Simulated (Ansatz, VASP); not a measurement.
# One calculation of BiTe, two programs

```
Bi Te
1.0
     2.45590    1.41791    3.22823
    -2.45590    1.41791    3.22823
     0.00000   -2.83583    3.22823
Bi Te
1 1
Cartesian
  0.0000 0.0000 4.8423
  0.0000 0.0000 0.0000
```

Alike in both runs: task single point; functional r2SCAN; k mesh 12 × 12 × 12; occupations gaussian, width 0.15 eV; no spin polarisation.

```csv
,VASP,Ansatz
version,VASP 6.6.1,Ansatz 0.2.0
potentials or method,"VASP PAW PBE potentials, release 64 (Bi_d, Te), cutoff 520 eV","scalar-relativistic, plane waves, PAW"
valence electrons in the cell,21,31
```

|  | VASP | Ansatz | Ansatz less VASP |
| --- | --- | --- | --- |
| gap on the k mesh at the Fermi level (eV) | none | none | - |
| pressure (GPa) | -1.2 | -1.2 | +0.03 |
| traceless stress, the component that is largest in VASP (GPa) | 0.86 | 0.85 | -0.005 |

VASP's potentials were made for PBE, not for r2SCAN. A gap of «none» marks a metal or a gap that the smearing closes. The functional is the same, so the differences come from potentials, cutoffs and numerics. VASP's potentials hold 21 valence electrons a cell and Ansatz's 31, so a difference there can come from the potentials and not from the codes.

Neither program's run includes spin-orbit coupling.
